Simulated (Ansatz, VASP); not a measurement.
**Sb3S5 in VASP and in Ansatz**

```
Sb S
1.0
     3.86218    0.00000    0.00000
    -1.93109    3.34475    0.00000
     0.00000    0.00000   17.15331
Sb S
3 5
Direct
  0.00000 0.00000 0.50000
  0.33333 0.66667 0.10782
  0.66667 0.33333 0.89218
  0.66667 0.33333 0.58719
  0.33333 0.66667 0.41281
  0.66667 0.33333 0.19305
  0.33333 0.66667 0.80695
  0.00000 0.00000 0.00000
```

Alike in both runs: functional PBE; k mesh 12 × 12 × 2; occupations gaussian, width 0.1 eV; no spin polarisation.

Ansatz relaxed the structure, and its values are those at the end. VASP's run is a single point on that final structure, the one shown.

|  | VASP | Ansatz |
| --- | --- | --- |
| version | VASP 6.6.1 | Ansatz 0.2.0 |
| potentials or method | VASP PAW PBE potentials, release 64 (Sb, S), cutoff 520 eV | scalar-relativistic, plane waves, PAW |
| valence electrons in the cell | 45 | 75 |

|  | VASP | Ansatz | Ansatz less VASP |
| --- | --- | --- | --- |
| gap on the k mesh at the Fermi level (eV) | none | none | - |
| pressure (GPa) | -0.2 | 0.0 | +0.18 |
| rms of the force components (eV/Å) | 0.009 | 0.000 | -0.0091 |

A gap of «none» marks a metal or a gap that the smearing closes. VASP's potentials hold 45 valence electrons a cell and Ansatz's 75, so a difference there can come from the potentials and not from the codes.

Spin-orbit coupling is off throughout.
